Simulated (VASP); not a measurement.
# ZnSe (F-43m) in VASP: a series of runs, part 2 of 2

VASP 6.6.1. Earlier steps stand in the parts before.

## Step 4: Single point, PBE (strain +3.0%)

Contents of INCAR:

```
  PREC = Accurate
  ENCUT = 520
  EDIFF = 1E-7
  ISMEAR = 0
  SIGMA = 0.01
  LREAL = F
  LASPH = T
  NELM = 80
  ALGO = Normal
  ISIF = 2
  LWAVE = F
  LCHARG = F
  GGA = PE
  NBANDS = 16
```

Contents of KPOINTS:

```
Automatic mesh
0
Gamma
  4 4 4
```

Contents of POSCAR:

```
ZnSe
1.0
    0.0000000000      2.9173933049      2.9173933049
    2.9173933049      0.0000000000      2.9173933049
    2.9173933049      2.9173933049      0.0000000000
Zn Se
1 1
Direct
    0.0000000000      0.0000000000      0.0000000000
    0.2500000000      0.2500000000      0.2500000000
```

Command:

```
cat potpaw_PBE.64/Zn/POTCAR potpaw_PBE.64/Se/POTCAR > POTCAR
mpirun -np 1 vasp_std > vasp.out
```

Run time: 9.5 s. Hardware: 1 thread of AMD EPYC 7R43 (Zen 3), shared host; peak memory 0.14 GiB.

Results (log left out):

| Property | Result |
| --- | --- |
| Free energy | -5.9537 eV |
| Pressure | -2.2 GPa |
| Band gap on the k mesh | 0.94 eV, direct |

Levels at points of the mesh, in eV from the valence-band top:
```tsv
k point	band 5	band 6	band 7	band 8	band 9	band 10	band 11	band 12	band 13	band 14
(0.00, 0.00, 0.00)	-6.01	-6.01	0.00	0.00	0.00	0.94	5.79	5.79	5.79	9.58
(0.50, 0.00, 0.00)	-5.99	-5.87	-4.71	-0.75	-0.75	2.37	6.36	6.36	8.29	10.58
(0.50, 0.50, 0.00)	-5.97	-5.85	-4.40	-1.90	-1.90	3.15	3.42	10.14	10.64	10.64
```

Caveat: the k points lie up to 0.47 Å⁻¹ apart; the cell differs from its parent crystal (strain +3.0%).

## Step 5: Single point, PBE (strain +4.0%)

Contents of INCAR:

```
PREC = Accurate
ENCUT = 520
EDIFF = 1E-6
ISMEAR = 0
SIGMA = 0.01
LREAL = F
LASPH = T
NELM = 60
ALGO = Normal
ISIF = 2
LWAVE = F
LCHARG = F
GGA = PE
NBANDS = 16
```

KPOINTS is that of step 4.

Contents of POSCAR:

```
ZnSe
1.0
    0.0000000000      2.9457175118      2.9457175118
    2.9457175118      0.0000000000      2.9457175118
    2.9457175118      2.9457175118      0.0000000000
Zn Se
1 1
Direct
    0.0000000000      0.0000000000      0.0000000000
    0.2500000000      0.2500000000      0.2500000000
```

Potentials or basis: VASP PAW PBE potentials, release 64 (Zn, Se).

Command:

```
cat potpaw_PBE.64/Zn/POTCAR potpaw_PBE.64/Se/POTCAR > POTCAR
mpirun -np 1 vasp_std > vasp.out
```

OUTCAR:

```text
PREC = Accurate
   ENCUT = 520
   EDIFF = 1E-6
   ISMEAR = 0
   LREAL = F
   LASPH = T
   NELM = 60
   ISIF = 2
   GGA = PE

 ion  position               nearest neighbor table
   1  0.000  0.000  0.000-   2 2.55   2 2.55   2 2.55   2 2.55
   2  0.250  0.250  0.250-   1 2.55   1 2.55   1 2.55   1 2.55

  LATTYP: Found a face centered cubic cell.
 ALAT       =     5.8914350236

  Lattice vectors:

 A1 = (   0.0000000000,   2.9457175118,   2.9457175118)
 A2 = (   2.9457175118,   0.0000000000,   2.9457175118)
 A3 = (   2.9457175118,   2.9457175118,   0.0000000000)

Analysis of symmetry for initial positions (statically):
=====================================================================
 Subroutine PRICEL returns:
 Original cell was already a primitive cell.

 Routine SETGRP: Setting up the symmetry group for a
 face centered cubic supercell.

 Subroutine GETGRP returns: Found 24 space group operations
 (whereof 24 operations were pure point group operations)
 out of a pool of 48 trial point group operations.

The static configuration has the point symmetry T_d .

Analysis of symmetry for dynamics (positions and initial velocities):
=====================================================================
 Subroutine PRICEL returns:
 Original cell was already a primitive cell.

 Routine SETGRP: Setting up the symmetry group for a
 face centered cubic supercell.

 Subroutine GETGRP returns: Found 24 space group operations
 (whereof 24 operations were pure point group operations)
 out of a pool of 48 trial point group operations.

The dynamic configuration has the point symmetry T_d .

 Subroutine INISYM returns: Found 24 space group operations
 (whereof 24 operations are pure point group operations),
 and found     1 'primitive' translations

----------------------------------------------------------------------------------------

                                     Primitive cell
[... 92 lines left out ...]
   IMIX   =      4    mixing-type and parameters
     AMIX     =   0.40;   BMIX     =  1.00
     AMIX_MAG =   1.60;   BMIX_MAG =  1.00
  volume/ion in A,a.u.               =      25.56       172.49
  Fermi-wavevector in a.u.,A,eV,Ry     =   1.156018  2.184557 18.182519  1.336377
  Thomas-Fermi vector in A             =   2.292642
   LORBIT       =      0    0 simple, 1 ext, 2 COOP (PROOUT), +10 PAW based schemes
   GGA     = PE    functional components
   LHFCALC =     F    Hartree Fock is set to
   AEXX    =    0.0000 exact exchange contribution
   IVDW    =     0    specifies the selected vdW correction
   LEPSILON=     F    determine dielectric tensor
   LRPA    =     F    only Hartree local field effects (RPA)
 non-spin polarized calculation
 Gauss-broadening in eV      SIGMA  =   0.01
  energy-cutoff  :      520.00
  volume of cell :       51.12
 maximum number of plane-waves:      1384
 NGX is ok and might be reduce to    32
   NGX = 15   NGY = 15   NGZ = 15

 number of electron      17.9999991 magnetization

 Free energy of the ion-electron system (eV)
  ---------------------------------------------------
  ext. energy  EPLUGINS =         0.00000000
  ---------------------------------------------------
  free energy    TOTEN  =        -5.92742765 eV

  energy without entropy =       -5.92742765  energy(sigma->0) =       -5.92742765

 E-fermi :   0.8152     XC(G=0):  -8.7878

 val. band max:        0.7151835393   @ k =   0.0000   0.0000   0.0000
 cond. band min:       1.5433040385   @ k =   0.0000   0.0000   0.0000
 fundamental gap:      0.8281204992
 Fermi energy:         0.8151759094

 k-point     1 :       0.0000    0.0000    0.0000
  band No.  band energies     occupation
      1     -11.8626      2.00000
      2      -5.5079      2.00000
      3      -5.5079      2.00000
      4      -5.5079      2.00000
      5      -5.2371      2.00000
      6      -5.2371      2.00000
[... 129 lines left out ...]
      3      -5.3583      2.00000
      4      -5.2590      2.00000
      5      -5.2502      2.00000
      6      -5.0167      2.00000
[... 8 lines left out ...]
     15      13.8236      0.00000
     16      14.1854      0.00000

------------------------ aborting loop because EDIFF is reached ----------------------------------------

  FORCE on cell =-STRESS in cart. coord.  units (eV):
  Direction    XX          YY          ZZ          XY          YZ          ZX
  --------------------------------------------------------------------------------------
  -------------------------------------------------------------------------------------
  Total       -1.1083184     -1.1083184     -1.1083184      0.0000000      0.0000000     -0.0000000
  in kB      -34.7353633    -34.7353633    -34.7353633      0.0000000      0.0000000     -0.0000000
  external PRESSURE =     -34.7353633 kB  Pullay stress =       0.0000000 kB

 VOLUME and BASIS-vectors are now :
 -----------------------------------------------------------------------------
  energy-cutoff  :      520.00
  volume of cell :       51.12
      direct lattice vectors                 reciprocal lattice vectors
     0.000000000  2.945717512  2.945717512    -0.169737932  0.169737932  0.169737932
     2.945717512  0.000000000  2.945717512     0.169737932 -0.169737932  0.169737932
     2.945717512  2.945717512  0.000000000     0.169737932  0.169737932 -0.169737932

 POSITION                                       TOTAL-FORCE (eV/Angst)
 -----------------------------------------------------------------------------------
      0.00000      0.00000      0.00000        -0.000000     -0.000000      0.000000
      1.47286      1.47286      1.47286         0.000000      0.000000     -0.000000
 -----------------------------------------------------------------------------------
    total drift:                               -0.000001     -0.000001     -0.000001

  FREE ENERGIE OF THE ION-ELECTRON SYSTEM (eV)
  ---------------------------------------------------
  free  energy   TOTEN  =        -5.9274276484 eV

  energy  without entropy=       -5.9274276484  energy(sigma->0) =       -5.92742765
```

OSZICAR:

```text
N       E                     dE             d eps       ncg     rms          rms(c)
DAV:   1     0.876530212385E+02    0.87653E+02   -0.86994E+03   256   0.122E+03
DAV:   2    -0.134489444609E+00   -0.87788E+02   -0.80856E+02   264   0.250E+02
DAV:   3    -0.619258243077E+01   -0.60581E+01   -0.60312E+01   328   0.640E+01
DAV:   4    -0.624365216073E+01   -0.51070E-01   -0.51061E-01   304   0.628E+00
DAV:   5    -0.624389689694E+01   -0.24474E-03   -0.24473E-03   360   0.387E-01    0.393E+00
DAV:   6    -0.594565336420E+01    0.29824E+00   -0.55601E-01   368   0.213E+01    0.305E+00
DAV:   7    -0.592671735730E+01    0.18936E-01   -0.14795E-01   272   0.326E+00    0.131E+00
DAV:   8    -0.592689943818E+01   -0.18208E-03   -0.45255E-03   296   0.560E-01    0.405E-01
DAV:   9    -0.592730050188E+01   -0.40106E-03   -0.10204E-03   288   0.242E-01    0.730E-02
DAV:  10    -0.592740495735E+01   -0.10446E-03   -0.12283E-04   328   0.995E-02    0.170E-02
DAV:  11    -0.592742583591E+01   -0.20879E-04   -0.32061E-05   304   0.539E-02    0.564E-03
DAV:  12    -0.592742740588E+01   -0.15700E-05   -0.30842E-06   344   0.178E-02    0.323E-03
DAV:  13    -0.592742764835E+01   -0.24248E-06   -0.83130E-07   256   0.751E-03
   1 F= -.59274276E+01 E0= -.59274276E+01  d E =-.998404E-47
```

It took 8.9 s on 1 thread of AMD EPYC 7R43 (Zen 3), shared host; peak memory 0.14 GiB.

Results:

```yaml
Free_energy: -5.9274 eV
Pressure: -3.5 GPa
Band_gap_on_the_k_mesh: 0.83 eV, direct
```

Levels at points of the mesh, in eV from the valence-band top:
| k point | band 6 | band 7 | band 8 | band 9 | band 10 | band 11 | band 12 | band 13 |
| --- | --- | --- | --- | --- | --- | --- | --- | --- |
| (0.00, 0.00, 0.00) | -5.95 | 0.00 | 0.00 | 0.00 | 0.83 | 5.79 | 5.79 | 5.79 |
| (0.50, 0.00, 0.00) | -5.83 | -4.55 | -0.71 | -0.71 | 2.32 | 6.36 | 6.36 | 8.19 |
| (0.50, 0.50, 0.00) | -5.81 | -4.28 | -1.80 | -1.80 | 3.21 | 3.40 | 9.95 | 10.45 |

Caveat: the k points lie up to 0.46 Å⁻¹ apart; the cell differs from its parent crystal (strain +4.0%).

## Step 6: The runs side by side

```csv
cell,gap on the mesh (eV),pressure (GPa)
"a = 4.006 Å, angles 60.0°, 2 atoms",1.28,2.8
"a = 4.086 Å, angles 60.0°, 2 atoms",1.05,-0.8
"a = 4.126 Å, angles 60.0°, 2 atoms",0.94,-2.2
"a = 4.166 Å, angles 60.0°, 2 atoms",0.83,-3.5
```

Alike in all rows: task single point; level PBE; potentials or basis VASP PAW PBE potentials, release 64 (Zn, Se); no spin polarisation; k mesh 4 × 4 × 4; cutoff (eV) 520; smearing gaussian 0.01 eV.

Caveats: all runs use coarse meshes.

Absolute energies hang on the potentials; compare differences alone.
